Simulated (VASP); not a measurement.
# Ag (P6_3/mmc) in VASP: notebook

Ag is run at these levels: r2SCAN; tasks: single point.

Program: VASP 6.6.1. These are calculated values, not measurements. Logs are shortened: lines on timing, memory, paths and dates and some standing lists are left out, and cuts for length are marked.

## 1. The cell of the first run

The structure is hexagonal, space group P6_3/mmc (No. 194). The conventional cell has a = 2.661 Å, b = 2.661 Å, c = 5.655 Å, α = 90.00°, β = 90.00°, γ = 120.00°. Ag (site symmetry -6m2) has 12 Ag at 2.66 to 3.22 Å within 3.5 Å.

This isn't the form of Ag at room conditions, which is fcc.

## 2. Single point, r2SCAN

Input file POSCAR:

```
Ag
1.0
    2.6605412321      0.0000000000      0.0000000000
   -1.3302706160      2.3040962948      0.0000000000
    0.0000000000      0.0000000000      5.6553422000
Ag
2
Direct
    0.3333333333      0.6666666667      0.2500000000
    0.6666666667      0.3333333333      0.7500000000
```

Input file INCAR.step1:

```
SYSTEM = Ag
  PREC = Accurate
  ENCUT = 520
  ISMEAR = 0
  SIGMA = 0.15
  LREAL = .False.
  LASPH = .True.
  NELM = 80
  NBANDS = 18
  GGA = PE
  ALGO = Normal
  EDIFF = 1E-4
  LWAVE = .True.
  LCHARG = .False.
```

Input file INCAR.step2:

```
SYSTEM = Ag
  PREC = Accurate
  ENCUT = 520
  EDIFF = 1E-6
  ISMEAR = 0
  SIGMA = 0.15
  LREAL = .False.
  LASPH = .True.
  NELM = 80
  ALGO = Normal
  ISIF = 2
  LWAVE = .False.
  LCHARG = .False.
  METAGGA = R2SCAN
  LMIXTAU = .True.
  NBANDS = 18
  ISTART = 1
```

Input file KPOINTS:

```
Automatic mesh
0
Gamma
  24 24 14
  0 0 0
```

Potentials or basis: VASP PAW PBE potentials, release 64 (Ag).

Started as:

```sh
$ cat potpaw_PBE.64/Ag/POTCAR > POTCAR
$ cp INCAR.step1 INCAR
$ mpirun -np 1 vasp_std > vasp.out
$ cp INCAR.step2 INCAR
$ mpirun -np 1 vasp_std > vasp.out
```

OUTCAR:

```text
SYSTEM = Ag
   PREC = Accurate
   ENCUT = 520
   EDIFF = 1E-6
   ISMEAR = 0
   LREAL = .False.
   LASPH = .True.
   NELM = 80
   ISIF = 2
   METAGGA = R2SCAN
   ISTART = 1

 ion  position               nearest neighbor table
   1  0.333  0.667  0.250-   2 3.22   2 3.22   2 3.22   2 3.22   2 3.22   2 3.22
   2  0.667  0.333  0.750-   1 3.22   1 3.22   1 3.22   1 3.22   1 3.22   1 3.22

  LATTYP: Found a hexagonal cell.
 ALAT       =     2.6605412321
 C/A-ratio  =     2.1256359916

  Lattice vectors:

 A1 = (   2.6605412321,   0.0000000000,   0.0000000000)
 A2 = (  -1.3302706160,   2.3040962948,   0.0000000000)
 A3 = (   0.0000000000,   0.0000000000,   5.6553422000)

Analysis of symmetry for initial positions (statically):
=====================================================================
 Subroutine PRICEL returns:
 Original cell was already a primitive cell.

 Routine SETGRP: Setting up the symmetry group for a
 hexagonal supercell.

 Subroutine GETGRP returns: Found 24 space group operations
 (whereof 12 operations were pure point group operations)
 out of a pool of 24 trial point group operations.

The static configuration has the point symmetry D_3d.
 The point group associated with its full space group is D_6h.

Analysis of symmetry for dynamics (positions and initial velocities):
=====================================================================
 Subroutine PRICEL returns:
 Original cell was already a primitive cell.

 Routine SETGRP: Setting up the symmetry group for a
 hexagonal supercell.

 Subroutine GETGRP returns: Found 24 space group operations
 (whereof 12 operations were pure point group operations)
 out of a pool of 24 trial point group operations.

The dynamic configuration has the point symmetry D_3d.
 The point group associated with its full space group is D_6h.

 Subroutine INISYM returns: Found 24 space group operations
 (whereof 12 operations are pure point group operations),
 and found     1 'primitive' translations

----------------------------------------------------------------------------------------

                                     Primitive cell

  volume of cell :      34.6681

  direct lattice vectors                    reciprocal lattice vectors
     2.660541232  0.000000000  0.000000000     0.375863372  0.217004819  0.000000000
    -1.330270616  2.304096295  0.000000000     0.000000000  0.434009639  0.000000000
     0.000000000  0.000000000  5.655342200     0.000000000  0.000000000  0.176823959

  length of vectors
     2.660541232  2.660541232  5.655342200     0.434009639  0.434009639  0.176823959

  position of ions in fractional coordinates (direct lattice)
     0.333333333  0.666666667  0.250000000
     0.666666667  0.333333333  0.750000000

  ion indices of the primitive-cell ions
   primitive index   ion index
                 1           1
                 2           2

----------------------------------------------------------------------------------------

 KPOINTS: Automatic mesh

Automatic generation of k-mesh.
 Grid dimensions read from file:
 generate k-points for:   24   24   14

 Generating k-lattice:

  Cartesian coordinates                     Fractional coordinates (reciprocal lattice)
     0.015660974  0.009041867  0.000000000     0.041666667  0.000000000  0.000000000
     0.000000000  0.018083735  0.000000000     0.000000000  0.041666667  0.000000000
     0.000000000  0.000000000  0.012630283     0.000000000  0.000000000  0.071428571

  Length of vectors
     0.018083735  0.018083735  0.012630283

  Shift w.r.t. Gamma in fractional coordinates (k-lattice)
     0.000000000  0.000000000  0.000000000

 Subroutine IBZKPT returns following result:
 ===========================================

 Found    488 irreducible k-points:

 Following reciprocal coordinates:
            Coordinates               Weight
  0.000000  0.000000  0.000000      1.000000
  0.041667  0.000000  0.000000      6.000000
  0.083333  0.000000  0.000000      6.000000
  0.125000  0.000000  0.000000      6.000000
  0.166667  0.000000  0.000000      6.000000
  0.208333  0.000000  0.000000      6.000000
[... 16 lines left out ...]
  0.416667  0.041667  0.000000     12.000000
  0.458333  0.041667  0.000000     12.000000
 [... further k-points ...]
   k-points           NKPTS =    488   k-points in BZ     NKDIM =    488   number of bands    NBANDS=     18
   number of dos      NEDOS =    301   number of ions     NIONS =      2
   total plane-waves  NPLWV =  16800
   dimension x,y,z NGX =    20 NGY =   20 NGZ =   42
   dimension x,y,z NGXF=    40 NGYF=   40 NGZF=   84
   ions per type =               2
   NGX,Y,Z   is equivalent  to a cutoff of  12.50, 12.50, 12.35 a.u.
   NGXF,Y,Z  is equivalent  to a cutoff of  24.99, 24.99, 24.69 a.u.
 SYSTEM =  Ag
   PREC   = accura    normal or accurate (medium, high low for compatibility)
   ISTART =      1    job   : 0-new  1-cont  2-samecut
   ICHARG =      0    charge: 1-file 2-atom 10-const
   ISPIN  =      1    spin polarized calculation?
   LNONCOLLINEAR =      F non collinear calculations
   LSORBIT =      F    spin-orbit coupling
   LASPH  =      T    aspherical Exc in radial PAW
   ENCUT  =  520.0 eV  38.22 Ry    6.18 a.u.   4.95  4.95 10.52*2*pi/ulx,y,z
   NELM   =     80;   NELMIN=  2; NELMDL=  0     # of ELM steps
   EDIFF  = 0.1E-05   stopping-criterion for ELM
   LREAL  =      F    real-space projection
   EDIFFG = 0.1E-04   stopping-criterion for IOM
   NSW    =      0    number of steps for IOM
   IBRION =     -1    ionic relax: 0-MD 1-quasi-New 2-CG
   NFREE  =      0    steps in history (QN), initial steepest desc. (CG)
   ISIF   =      2    stress and relaxation
   ISYM   =      2    0-nonsym 1-usesym 2-fastsym
   POTIM  = 0.5000    time-step for ionic-motion
   TEBEG  =    0.0;   TEEND  =   0.0 temperature during run
   PSTRESS=    0.0 pullay stress
   NELECT =      22.0000    total number of electrons
   NUPDOWN=      -1.0000    fix difference up-down
   EMIN   =  10.00;   EMAX   =-10.00  energy-range for DOS
   EFERMI =   0.00;   METHOD = LEGACY
   ISMEAR =     0;   SIGMA  =   0.15  broadening in eV -4-tet -1-fermi 0-gaus
   EFERMI_NEDOS =   21; number of points for ismear=-14 and -15
   IALGO  =     38    algorithm
   IMIX   =      4    mixing-type and parameters
     AMIX     =   0.40;   BMIX     =  1.00
     AMIX_MAG =   1.60;   BMIX_MAG =  1.00
  volume/ion in A,a.u.               =      17.33       116.98
  Fermi-wavevector in a.u.,A,eV,Ry     =   1.406822  2.658509 26.927954  1.979149
  Thomas-Fermi vector in A             =   2.529144
   LORBIT       =      0    0 simple, 1 ext, 2 COOP (PROOUT), +10 PAW based schemes
   METAGGA = R2SCAN    functional components
   LHFCALC =     F    Hartree Fock is set to
   AEXX    =    0.0000 exact exchange contribution
   IVDW    =     0    specifies the selected vdW correction
   LEPSILON=     F    determine dielectric tensor
   LRPA    =     F    only Hartree local field effects (RPA)
 non-spin polarized calculation
 Gauss-broadening in eV      SIGMA  =   0.15
  energy-cutoff  :      520.00
  volume of cell :       34.67
 maximum number of plane-waves:       954
 NGX is ok and might be reduce to    20
   NGX =  9   NGY =  9   NGZ = 21

 number of electron      21.9999996 magnetization

 Free energy of the ion-electron system (eV)
  ---------------------------------------------------
  ext. energy  EPLUGINS =         0.00000000
  ---------------------------------------------------
  free energy    TOTEN  =       -42.16991167 eV

  energy without entropy =      -42.16473904  energy(sigma->0) =      -42.16732536

 E-fermi :   8.3069     XC(G=0): -12.7802

 val. band max:        8.2942189571   @ k =   0.1667   0.1250   0.1429
 cond. band min:       8.3183018218   @ k =   0.4167   0.0000   0.5000
 fundamental gap:      0.0240828647
 Fermi energy:         8.3068980077

 k-point     1 :       0.0000    0.0000    0.0000
  band No.  band energies     occupation
      1       0.2464      2.00000
      2       0.9352      2.00000
      3       2.1918      2.00000
      4       2.9702      2.00000
      5       2.9702      2.00000
      6       3.0352      2.00000
[... 10 lines left out ...]
     17      27.6647      0.00000
     18      31.8544      0.00000

 k-point     2 :       0.0417    0.0000    0.0000
  band No.  band energies     occupation
      1       0.3116      2.00000
      2       0.9855      2.00000
      3       2.2122      2.00000
      4       2.9464      2.00000
      5       3.0078      2.00000
      6       3.0124      2.00000
[... 10 lines left out ...]
     17      27.6549      0.00000
     18      31.1386      0.00000

 k-point     3 :       0.0833    0.0000    0.0000
  band No.  band energies     occupation
      1       0.5029      2.00000
      2       1.1299      2.00000
      3       2.2708      2.00000
      4       2.8819      2.00000
      5       2.9522      2.00000
      6       3.1188      2.00000
[... 10 lines left out ...]
     17      27.5701      0.00000
     18      30.1937      0.00000

 k-point     4 :       0.1250    0.0000    0.0000
  band No.  band energies     occupation
      1       0.8034      2.00000
      2       1.3431      2.00000
      3       2.3583      2.00000
      4       2.7978      2.00000
      5       2.8890      2.00000
      6       3.2990      2.00000
[... 375 lines left out ...]
      4       2.8568      2.00000
      5       3.5093      2.00000
      6       3.9426      2.00000
[... 10 lines left out ...]
     17      23.0077      0.00000
     18      25.8837      0.00000

 k-point    23 :       0.4167    0.0417    0.0000
  band No.  band energies     occupation
      1       1.0550      2.00000
      2       1.2188      2.00000
      3       1.9094      2.00000
      4       2.7511      2.00000
      5       3.6412      2.00000
      6       3.9026      2.00000
[... 10 lines left out ...]
     17      22.6347      0.00000
     18      25.7779      0.00000

 k-point    24 :       0.4583    0.0417    0.0000
  band No.  band energies     occupation
      1       1.0090      2.00000
      2       1.1740      2.00000
      3       1.8609      2.00000
      4       2.6970      2.00000
      5       3.7125      2.00000
      6       3.8821      2.00000
[... 10 lines left out ...]
     17      22.4408      0.00000
     18      25.6990      0.00000

 [... further k-points ...]

------------------------ aborting loop because EDIFF is reached ----------------------------------------

  FORCE on cell =-STRESS in cart. coord.  units (eV):
  Direction    XX          YY          ZZ          XY          YZ          ZX
  --------------------------------------------------------------------------------------
  -------------------------------------------------------------------------------------
  Total        4.6067657      4.6067657     -2.2093864      0.0000000      0.0000000      0.0000000
  in kB      212.9007540    212.9007540   -102.1063501      0.0000000      0.0000000      0.0000000
  external PRESSURE =     107.8983860 kB  Pullay stress =       0.0000000 kB

 VOLUME and BASIS-vectors are now :
 -----------------------------------------------------------------------------
  energy-cutoff  :      520.00
  volume of cell :       34.67
      direct lattice vectors                 reciprocal lattice vectors
     2.660541232  0.000000000  0.000000000     0.375863372  0.217004819  0.000000000
    -1.330270616  2.304096295  0.000000000     0.000000000  0.434009639  0.000000000
     0.000000000  0.000000000  5.655342200     0.000000000  0.000000000  0.176823959

 POSITION                                       TOTAL-FORCE (eV/Angst)
 -----------------------------------------------------------------------------------
     -0.00000      1.53606      1.41384        -0.000000      0.000000      0.000000
      1.33027      0.76803      4.24151         0.000000     -0.000000      0.000000
 -----------------------------------------------------------------------------------
    total drift:                                0.000000     -0.000000      0.000000

  FREE ENERGIE OF THE ION-ELECTRON SYSTEM (eV)
  ---------------------------------------------------
  free  energy   TOTEN  =       -42.1699116739 eV

  energy  without entropy=      -42.1647390391  energy(sigma->0) =      -42.16732536
```

Run time: 7 min. Hardware: 1 thread of Intel Xeon 6975P-C (Granite Rapids), shared host; peak memory 0.35 GiB.

What came out:

```
Free energy            : -42.1699 eV
Pressure               : 10.8 GPa
Band gap on the k mesh : zero (bands 11 and 12 overlap by 9.28 eV)
```

Levels at points of the mesh, in eV from the Fermi level:
```tsv
k point	band 8	band 9	band 10	band 11	band 12	band 13	band 14	band 15
(0.00, 0.00, 0.00)	-3.76	-3.76	-3.47	-3.47	-1.78	0.21	11.76	18.19
(0.50, 0.00, 0.00)	-3.72	-2.71	-2.69	0.83	2.38	6.38	6.61	8.75
(0.00, 0.00, 0.50)	-5.20	-3.60	-3.60	-3.60	-3.60	6.13	6.13	18.57
(0.50, 0.00, 0.50)	-3.75	-2.70	-2.70	1.25	1.25	5.64	5.64	11.35
```

Caveat: the stress differs along the axes, from -10 to 21 GPa; the PAW data sets were made with another functional, which shifts forces and pressure a little.

(Continued in part 2 of 2.)

The gap in the log of VASP goes by the Fermi energy; the results here count the filled bands.